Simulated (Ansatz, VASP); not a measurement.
**One calculation of SiC, two programs**

```
Si C
1.0
     0.00000    2.17900    2.20079
     2.17900    0.00000    2.20079
     2.17900    2.17900    0.00000
Si C
1 1
Direct
  0.00000 0.00000 0.00000
  0.75000 0.75000 0.75000
```

Alike in both runs: task single point; functional PBEsol; k mesh 9 × 9 × 9; occupations fermi-dirac, width 0.05 eV; no spin polarisation.

|  | VASP | Ansatz |
| --- | --- | --- |
| version | VASP 6.6.1 | Ansatz 0.2.0 |
| potentials or method | VASP PAW PBE potentials, release 64 (Si, C) | Ansatz PAW |
| plane-wave cutoff (eV) | 600 | 420 |
| valence electrons in the cell | 8 | 8 |

```csv
,VASP,Ansatz,Ansatz less VASP
gap on the k mesh at the Fermi level (eV),1.34,1.35,+0.009
least direct gap on the mesh (eV),4.50,4.51,+0.008
pressure (GPa),-2.1,-2.3,-0.22
"traceless stress, the component that is largest in VASP (GPa)",-1.71,-1.70,+0.001
```

VASP's potentials were made for PBE, not for PBEsol.

Noted on Ansatz's run: odd divisions of the mesh miss points on the zone boundary, where band edges often lie, so the gap on the mesh can be too wide.
